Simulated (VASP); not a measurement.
# Ru (P6_3/mmc) in VASP: further runs, part 2 of 2

VASP 6.6.1. The steps go on from the part before.

**4. Single point, PBE**

This run uses another cell than the first one, of 13.77 Å³/atom.

INCAR

```
PREC = Accurate
ENCUT = 520
EDIFF = 1E-7
ISMEAR = 0
SIGMA = 0.1
LREAL = False
LASPH = True
NELM = 60
ALGO = Normal
ISIF = 2
LWAVE = False
LCHARG = True
GGA = PE
LELF = True
LVHAR = True
NBANDS = 21
```

KPOINTS

```
regular mesh
0
Gamma
  18 18 10
```

POSCAR

```
Ru
1.0
    2.7200250913      0.0000000000      0.0000000000
   -1.3600125457      2.3556108280      0.0000000000
    0.0000000000      0.0000000000      4.2967694967
Ru
2
Direct
    0.3333333333      0.6666666667      0.2500000000
    0.6666666667      0.3333333333      0.7500000000
```

Potentials or basis: VASP PAW PBE potentials, release 64 (Ru_pv).

Run with:

```sh
$ cat potpaw_PBE.64/Ru_pv/POTCAR > POTCAR
$ mpirun -np 1 vasp_std > vasp.out
```

OUTCAR:

```text
PREC = Accurate
   ENCUT = 520
   EDIFF = 1E-7
   ISMEAR = 0
   LREAL = False
   LASPH = True
   NELM = 60
   ISIF = 2
   GGA = PE

 ion  position               nearest neighbor table
   1  0.333  0.667  0.250-   2 2.66   2 2.66   2 2.66   2 2.66   2 2.66   2 2.66
   2  0.667  0.333  0.750-   1 2.66   1 2.66   1 2.66   1 2.66   1 2.66   1 2.66

  LATTYP: Found a hexagonal cell.
 ALAT       =     2.7200250913
 C/A-ratio  =     1.5796800958

  Lattice vectors:

 A1 = (   2.7200250913,   0.0000000000,   0.0000000000)
 A2 = (  -1.3600125457,   2.3556108280,   0.0000000000)
 A3 = (   0.0000000000,   0.0000000000,   4.2967694967)

Analysis of symmetry for initial positions (statically):
=====================================================================
 Subroutine PRICEL returns:
 Original cell was already a primitive cell.

 Routine SETGRP: Setting up the symmetry group for a
 hexagonal supercell.

 Subroutine GETGRP returns: Found 24 space group operations
 (whereof 12 operations were pure point group operations)
 out of a pool of 24 trial point group operations.

The static configuration has the point symmetry D_3d.
 The point group associated with its full space group is D_6h.

Analysis of symmetry for dynamics (positions and initial velocities):
=====================================================================
 Subroutine PRICEL returns:
 Original cell was already a primitive cell.

 Routine SETGRP: Setting up the symmetry group for a
 hexagonal supercell.

 Subroutine GETGRP returns: Found 24 space group operations
 (whereof 12 operations were pure point group operations)
 out of a pool of 24 trial point group operations.

The dynamic configuration has the point symmetry D_3d.
 The point group associated with its full space group is D_6h.

 Subroutine INISYM returns: Found 24 space group operations
 (whereof 12 operations are pure point group operations),
 and found     1 'primitive' translations

[... 110 lines left out ...]
   EFERMI_NEDOS =   21; number of points for ismear=-14 and -15
   IALGO  =     38    algorithm
   IMIX   =      4    mixing-type and parameters
     AMIX     =   0.40;   BMIX     =  1.00
     AMIX_MAG =   1.60;   BMIX_MAG =  1.00
  volume/ion in A,a.u.               =      13.77        92.89
  Fermi-wavevector in a.u.,A,eV,Ry     =   1.646347  3.111144 36.878020  2.710458
  Thomas-Fermi vector in A             =   2.735990
   LORBIT       =      0    0 simple, 1 ext, 2 COOP (PROOUT), +10 PAW based schemes
   GGA     = PE    functional components
   LHFCALC =     F    Hartree Fock is set to
   AEXX    =    0.0000 exact exchange contribution
   IVDW    =     0    specifies the selected vdW correction
   LEPSILON=     F    determine dielectric tensor
   LRPA    =     F    only Hartree local field effects (RPA)
 non-spin polarized calculation
 Gauss-broadening in eV      SIGMA  =   0.10
  energy-cutoff  :      520.00
  volume of cell :       27.53
 maximum number of plane-waves:       759
   NGX = 11   NGY = 11   NGZ = 15

 number of electron      28.0000013 magnetization

 Free energy of the ion-electron system (eV)
  ---------------------------------------------------
  ext. energy  EPLUGINS =         0.00000000
  ---------------------------------------------------
  free energy    TOTEN  =       -18.47174766 eV

  energy without entropy =      -18.46243240  energy(sigma->0) =      -18.46709003

 E-fermi :  12.5841     XC(G=0): -14.0338

 val. band max:       12.5815485035   @ k =   0.1667   0.1111   0.3000
 cond. band min:      12.5862910586   @ k =   0.4444   0.1111   0.5000
 fundamental gap:      0.0047425552
 Fermi energy:        12.5840642500

 k-point     1 :       0.0000    0.0000    0.0000
  band No.  band energies     occupation
      1     -31.0076      2.00000
      2     -30.1149      2.00000
      3     -30.1149      2.00000
      4     -29.9504      2.00000
      5     -29.9504      2.00000
      6     -29.9109      2.00000
[... 565 lines left out ...]
     20      23.0308      0.00000
     21      23.6385      0.00000

 [... further k-points ...]

------------------------ aborting loop because EDIFF is reached ----------------------------------------

  FORCE on cell =-STRESS in cart. coord.  units (eV):
  Direction    XX          YY          ZZ          XY          YZ          ZX
  --------------------------------------------------------------------------------------
  -------------------------------------------------------------------------------------
  Total       -0.0199498     -0.0199498     -0.0165465      0.0000000      0.0000000      0.0000000
  in kB       -1.1609972     -1.1609972     -0.9629378      0.0000000      0.0000000      0.0000000
  external PRESSURE =      -1.0949774 kB  Pullay stress =       0.0000000 kB

 VOLUME and BASIS-vectors are now :
 -----------------------------------------------------------------------------
  energy-cutoff  :      520.00
  volume of cell :       27.53
      direct lattice vectors                 reciprocal lattice vectors
     2.720025091  0.000000000  0.000000000     0.367643667  0.212259170  0.000000000
    -1.360012546  2.355610828  0.000000000     0.000000000  0.424518341  0.000000000
     0.000000000  0.000000000  4.296769497     0.000000000  0.000000000  0.232732987

 POSITION                                       TOTAL-FORCE (eV/Angst)
 -----------------------------------------------------------------------------------
     -0.00000      1.57041      1.07419         0.000000      0.000000      0.000000
      1.36001      0.78520      3.22258        -0.000000     -0.000000      0.000000
 -----------------------------------------------------------------------------------
    total drift:                               -0.000000      0.000000     -0.000000

  FREE ENERGIE OF THE ION-ELECTRON SYSTEM (eV)
  ---------------------------------------------------
  free  energy   TOTEN  =       -18.4717476631 eV

  energy  without entropy=      -18.4624323960  energy(sigma->0) =      -18.46709003
```

Wall time 2.1 min (1 thread of Intel Xeon 8259CL, shared host); peak memory 0.22 GiB.

What came out:

```
Free energy            : -18.4717 eV
Pressure               : -0.1 GPa
Band gap on the k mesh : zero (bands 14 and 15 overlap by 3.07 eV)
```

**5. Summary**

```tsv
cell	gap on the mesh (eV)	pressure (GPa)
a = 2.662, b = 2.662, c = 4.217 Å, angles 90.0, 90.0, 120.0°, 2 atoms	none	22.4
a = 2.691, b = 2.691, c = 4.257 Å, angles 90.0, 90.0, 120.0°, 2 atoms	none	10.1
a = 2.720, b = 2.720, c = 4.297 Å, angles 90.0, 90.0, 120.0°, 2 atoms	none	-0.1
```

Alike in all rows: task single point; level PBE; potentials or basis VASP PAW PBE potentials, release 64 (Ru_pv); no spin polarisation; k mesh 18 × 18 × 10; cutoff (eV) 520; smearing gaussian 0.1 eV.

Caveats: the cell stands under pressure (at least some runs).

Total energies depend on the potentials used, so only differences within one code and one set of settings carry meaning.
